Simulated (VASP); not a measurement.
Al, 2 atoms in the cell. Symmetry: P6/mmm, No. 191, hexagonal system. Conventional cell: a = 4.636 Å, b = 4.636 Å, c = 2.808 Å, α = 90.00°, β = 90.00°, γ = 120.00°. Al (site symmetry -6m2) has 5 Al at 2.68 to 2.81 Å within 3.5 Å. 

```yaml
Program: VASP 6.6.1
Task: single point
Functional: PBE
Potentials_or_basis: VASP PAW PBE potentials, release 64 (Al)
Cutoff: 520 eV
k_mesh: 7 × 7 × 10
Occupations: fermi-dirac, width 0.05 eV
Spin: no spin polarisation
Dipole_correction: no
Further_INCAR_settings: ALGO = Fast; EDIFF = 1e-06; NBANDS = 10
```

Potentials or basis: VASP PAW PBE potentials, release 64 (Al).

Run with:

```console
$ cat potpaw_PBE.64/Al/POTCAR > POTCAR
$ mpirun -np 1 vasp_std > vasp.out
```

Hardware: 1 thread of Intel(R) Xeon(R) Platinum 8259CL CPU @ 2.50GHz (Skylake/Cascade Lake), on a shared host.

**Question.** Estimate the wall time of this run.

**Answer.** Wall time 35 s on 1 thread of Intel(R) Xeon(R) Platinum 8259CL CPU @ 2.50GHz (Skylake/Cascade Lake), on a shared host, peak memory 0.18 GiB. Counts: scf iterations 11, k points 96.
